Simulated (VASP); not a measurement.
# BeTe (I-4m2) in VASP: settings compared, part 2 of 2

VASP 6.6.1. Earlier steps stand in the parts before.

**3. Single point, r2SCAN (uniaxial z strain +4.7%)**

POSCAR reads:

```
BeTe
1.0
    0.0000000000      2.8286236224      2.9618517950
    2.8286236224      0.0000000000      2.9618517950
    2.8286236224      2.8286236224      0.0000000000
Be Te
1 1
Direct
    0.0000000000      0.0000000000      0.0000000000
    0.2500000000      0.2500000000      0.2500000000
```

INCAR.step1 reads:

```
SYSTEM = BeTe
ALGO = Normal ; EDIFF = 1E-4
ENCUT = 520 ; GGA = PE
ISMEAR = 0 ; LASPH = .True.
LCHARG = .False. ; LREAL = .False.
LWAVE = .True. ; NBANDS = 11
NELM = 60 ; PREC = Accurate
SIGMA = 0.01
```

INCAR.step2 reads:

```
SYSTEM = BeTe
ALGO = Normal ; EDIFF = 1E-6
ENCUT = 520 ; ISIF = 2
ISMEAR = 0 ; ISTART = 1
LASPH = .True. ; LCHARG = .False.
LMIXTAU = .True. ; LREAL = .False.
LWAVE = .False. ; METAGGA = R2SCAN
NBANDS = 11 ; NELM = 60
PREC = Accurate ; SIGMA = 0.01
```

KPOINTS reads:

```
k-points
0
Gamma
  8 8 8
  0 0 0
```

Potentials or basis: VASP PAW PBE potentials, release 64 (Be, Te).

Launch:

```console
$ cat potpaw_PBE.64/Be/POTCAR potpaw_PBE.64/Te/POTCAR > POTCAR
$ cp INCAR.step1 INCAR
$ mpirun -np 1 vasp_std > vasp.out
$ cp INCAR.step2 INCAR
$ mpirun -np 1 vasp_std > vasp.out
```

OUTCAR:

```text
SYSTEM = BeTe
   EDIFF = 1E-6
   ENCUT = 520
   ISIF = 2
   ISMEAR = 0
   ISTART = 1
   LASPH = .True.
   LREAL = .False.
   METAGGA = R2SCAN
   NELM = 60
   PREC = Accurate

 ion  position               nearest neighbor table
   1  0.000  0.000  0.000-   2 2.49   2 2.49   2 2.49   2 2.49
   2  0.250  0.250  0.250-   1 2.49   1 2.49   1 2.49   1 2.49

  LATTYP: Found a body centered tetragonal cell.
 ALAT       =     4.0002778896
 C/A-ratio  =     1.4808230212

  Lattice vectors:

 A1 = (  -2.8286236224,   0.0000000000,   2.9618517950)
 A2 = (   2.8286236224,   0.0000000000,   2.9618517950)
 A3 = (   0.0000000000,   2.8286236224,  -2.9618517950)

Analysis of symmetry for initial positions (statically):
=====================================================================
 Subroutine PRICEL returns:
 Original cell was already a primitive cell.

 Routine SETGRP: Setting up the symmetry group for a
 body centered tetragonal supercell.

 Subroutine GETGRP returns: Found  8 space group operations
 (whereof  8 operations were pure point group operations)
 out of a pool of 16 trial point group operations.

[... 173 lines left out ...]
      3       4.3724      2.00000
      4       4.3724      2.00000
      5       8.3222      0.00000
      6       8.3402      0.00000
      7       8.3402      0.00000
      8       8.4288      0.00000
      9      13.2140      0.00000
     10      14.4183      0.00000
     11      15.3685      0.00000
[... 309 lines left out ...]
 k-point    24 :       0.3750    0.0000    0.1250
  band No.  band energies     occupation
      1      -7.1076      2.00000
      2       0.0205      2.00000
      3       2.7890      2.00000
      4       3.0359      2.00000
      5       8.0750      0.00000
      6       9.3519      0.00000
      7      10.2050      0.00000
      8      11.1827      0.00000
      9      14.6426      0.00000
     10      14.9640      0.00000
     11      15.8007      0.00000

 [... further k-points ...]

------------------------ aborting loop because EDIFF is reached ----------------------------------------

  FORCE on cell =-STRESS in cart. coord.  units (eV):
  Direction    XX          YY          ZZ          XY          YZ          ZX
  --------------------------------------------------------------------------------------
  -------------------------------------------------------------------------------------
  Total       -0.4084377     -0.4084377     -1.2948569      0.0000000      0.0000000      0.0000000
  in kB      -13.8067905    -13.8067905    -43.7712248      0.0000000      0.0000000      0.0000000
  external PRESSURE =     -23.7949353 kB  Pullay stress =       0.0000000 kB

 VOLUME and BASIS-vectors are now :
 -----------------------------------------------------------------------------
  energy-cutoff  :      520.00
  volume of cell :       47.40
      direct lattice vectors                 reciprocal lattice vectors
     0.000000000  2.828623622  2.961851795    -0.176764415  0.176764415  0.168813308
     2.828623622  0.000000000  2.961851795     0.176764415 -0.176764415  0.168813308
     2.828623622  2.828623622  0.000000000     0.176764415  0.176764415 -0.168813308

 POSITION                                       TOTAL-FORCE (eV/Angst)
 -----------------------------------------------------------------------------------
      0.00000      0.00000      0.00000         0.000000      0.000000      0.000000
      1.41431      1.41431      1.48093        -0.000000     -0.000000      0.000000
 -----------------------------------------------------------------------------------
    total drift:                                0.000000      0.000000      0.000000

  FREE ENERGIE OF THE ION-ELECTRON SYSTEM (eV)
  ---------------------------------------------------
  free  energy   TOTEN  =       -30.6565187528 eV

  energy  without entropy=      -30.6565187528  energy(sigma->0) =      -30.65651875
```

Run time: 74 s. Hardware: 1 thread of Intel Xeon Platinum 8488C (Sapphire Rapids), shared host; peak memory 0.19 GiB.

What came out:

```
Free energy            : -30.6565 eV
Pressure               : -2.4 GPa
Band gap on the k mesh : 2.29 eV, indirect (least direct gap 3.95 eV)
```

Stress tensor (GPa, compression positive):
```
-1.38  0.00  0.00
 0.00 -1.38  0.00
 0.00  0.00 -4.38
```

Caveat: the cell differs from its parent crystal (uniaxial z strain +4.7%); the PAW data sets were made with another functional, which shifts forces and pressure a little; spin-orbit coupling is left out, which moves the levels of the heavy elements. A k mesh can miss the band edges.

**4. Single point, HSE06 (uniaxial z strain +4.7%)**

POSCAR is that of step 3.

INCAR.step1 reads:

```
ALGO = Normal
EDIFF = 1E-5
ENCUT = 520
GGA = PE
ISIF = 2
ISMEAR = 0
LASPH = True
LCHARG = False
LREAL = False
LWAVE = True
NBANDS = 11
NELM = 60
PREC = Accurate
SIGMA = 0.01
```

INCAR.step2 reads:

```
ALGO = Normal
EDIFF = 1E-6
ENCUT = 520
GGA = PE
HFSCREEN = 0.2079
ISIF = 2
ISMEAR = 0
ISTART = 1
LASPH = True
LCHARG = False
LHFCALC = True
LREAL = False
LWAVE = False
NBANDS = 11
NELM = 60
PREC = Accurate
PRECFOCK = Normal
SIGMA = 0.01
```

KPOINTS reads:

```
k-points
0
Gamma
  6 6 6
```

Launch:

```console
$ cat potpaw_PBE.64/Be/POTCAR potpaw_PBE.64/Te/POTCAR > POTCAR
$ cp INCAR.step1 INCAR
$ mpirun -np 1 vasp_std > vasp.out
$ cp INCAR.step2 INCAR
$ mpirun -np 1 vasp_std > vasp.out
```

Run time: 15 min. Hardware: 1 thread of Intel Xeon Platinum 8488C (Sapphire Rapids), shared host; peak memory 0.3 GiB.

The run converged. Its results:

- Free energy: -8.7081 eV
- Pressure: -3.4 GPa
- Band gap on the k mesh: 2.60 eV, indirect (least direct gap 4.05 eV)

Stress tensor (GPa, compression positive):
```
-2.34  0.00  0.00
 0.00 -2.34  0.00
 0.00  0.00 -5.41
```

Levels at points of the mesh, in eV from the valence-band top:
| k point | band 1 | band 2 | band 3 | band 4 | band 5 | band 6 | band 7 | band 8 |
| --- | --- | --- | --- | --- | --- | --- | --- | --- |
| (0.00, 0.00, 0.00) | -13.13 | -0.27 | 0.00 | 0.00 | 4.05 | 4.41 | 4.41 | 4.50 |
| (0.50, 0.00, 0.00) | -11.77 | -5.79 | -1.41 | -1.00 | 3.51 | 5.33 | 5.56 | 8.77 |
| (0.50, 0.50, 0.00) | -11.39 | -5.57 | -2.51 | -2.51 | 2.90 | 3.62 | 10.54 | 10.54 |
| (0.50, 0.00, 0.50) | -11.21 | -5.32 | -2.88 | -2.78 | 2.60 | 3.25 | 10.42 | 10.60 |

Caveat: the cell differs from its parent crystal (uniaxial z strain +4.7%); the PAW data sets were made with another functional, which shifts forces and pressure a little; spin-orbit coupling is left out, which moves the levels of the heavy elements. A k mesh can miss the band edges.

**5. Summary**

| level | k mesh | smearing | grid for exact exchange (PRECFOCK) | screening parameter | gap on the mesh (eV) | pressure (GPa) |
| --- | --- | --- | --- | --- | --- | --- |
| PBE | 8 × 8 × 8 | fermi-dirac 0.02 eV | - | - | 1.94 | -2.1 |
| r2SCAN | 8 × 8 × 8 | gaussian 0.01 eV | - | - | 2.29 | -2.4 |
| HSE06 | 6 × 6 × 6 | gaussian 0.01 eV | Normal | 0.2079 1/Å | 2.60 | -3.4 |

Alike in all rows: task single point; potentials or basis VASP PAW PBE potentials, release 64 (Be, Te); no spin polarisation; cell as given; cutoff (eV) 520.

Caveats: spin-orbit coupling is left out, which moves the levels of the heavy elements; the PAW data sets were made with another functional, which shifts forces and pressure a little (some runs).

Total energies depend on the potentials used, so only differences within one code and one set of settings carry meaning.
